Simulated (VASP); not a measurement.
Wanted: the native input for a VASP 6.6.1 run.

```yaml
Task: single point
Functional: LDA
Potentials_or_basis: VASP PAW LDA potentials, release 64 (Ta_sv_GW, N)
Cutoff: 700 eV
k_mesh: 15 × 15 × 8
Occupations: gaussian, width 0.15 eV
Spin: no spin polarisation
Dipole_correction: no
Further_INCAR_settings: ALGO = Normal; EDIFF = 1e-06; NBANDS = 22
```

The structure of Ta2N lies in POSCAR:

```
Ta2N
1.0
    3.0618406011      0.0000000000      0.0000000000
   -1.5309203006      2.6516317429      0.0000000000
    0.0000000000      0.0000000000      4.8987035653
Ta N
2 1
Direct
    0.6666666667      0.3333333333      0.7466885012
    0.3333333333      0.6666666667      0.2533114988
    0.0000000000      0.0000000000      0.0000000000
```

This cell differs from its parent crystal: engineering shear strain xy +0.0000, normal strain along z +0.0233.

These files were run (other wordings do the same):

INCAR

```
PREC = Accurate
ENCUT = 700
EDIFF = 1E-6
ISMEAR = 0
SIGMA = 0.15
LREAL = False
LASPH = True
NELM = 120
ALGO = Normal
ISIF = 2
LWAVE = False
LCHARG = False
GGA = CA
NBANDS = 22
GGA_COMPAT = False
```

KPOINTS

```
Automatic mesh
0
Gamma
  15 15 8
```

Potentials or basis: VASP PAW LDA potentials, release 64 (Ta_sv_GW, N).

Run with:

```bash
$ cat potpaw_LDA.64/Ta_sv_GW/POTCAR potpaw_LDA.64/N/POTCAR > POTCAR
$ mpirun -np 1 vasp_std > vasp.out
```

Results of the run:

- Pressure: -6.1 GPa
- Largest force: 0.055 eV/Å
- Band gap on the k mesh: zero (an odd number of electrons rules out a gap without spin polarisation)

Caveat: the cell differs from its parent crystal (engineering shear strain xy +0.0000, normal strain along z +0.0233); the stress differs along the axes, from -9 to -4 GPa; spin-orbit coupling is left out, which moves the levels of the heavy elements.

Wall time 2.1 min on 1 thread of AMD EPYC 9R45 96-Core Processor (Zen 5), with other jobs on the host, peak memory 0.32 GiB.
